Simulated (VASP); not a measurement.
Ti: single point with PBE

Ti:

```xyz
2
Lattice="2.9500 0.0000 0.0000 -1.4750 2.5548 0.0000 0.0000 0.0000 4.6800" Properties=species:S:1:pos:R:3 pbc="T T T"
Ti    0.0000    1.7032    1.1700
Ti    1.4750    0.8516    3.5100
```

```
Program             : VASP 6.6.1
Task                : single point
Functional          : PBE
Potentials or basis : VASP PAW PBE potentials, release 64 (Ti_sv)
Cutoff              : 520 eV
k mesh              : 12 × 12 × 7
Occupations         : gaussian, width 0.05 eV
Spin                : no spin polarisation
```

```
Pressure               : -1.8 GPa
Band gap on the k mesh : zero (band 12 reaches 8.94 eV, above the bottom of band 13 at 7.88 eV)
```

Stress tensor (GPa, compression positive):
```
-1.61  0.00  0.00
 0.00 -1.61  0.00
 0.00  0.00 -2.03
```

Levels at points of the mesh, in eV from the Fermi level:
```tsv
k point	band 8	band 9	band 10	band 11	band 12	band 13	band 14	band 15	band 16	band 17
(0.00, 0.00, 0.00)	-32.76	-6.18	-2.66	0.70	0.76	0.76	0.85	1.24	1.24	1.59
(0.50, 0.00, 0.00)	-32.83	-2.34	-2.12	-1.82	-0.65	0.47	0.60	1.14	3.27	3.48
```

It took 44 s on 1 thread of Intel(R) Xeon(R) Platinum 8375C CPU @ 2.90GHz (Ice Lake), on a shared host, peak memory 0.18 GiB.
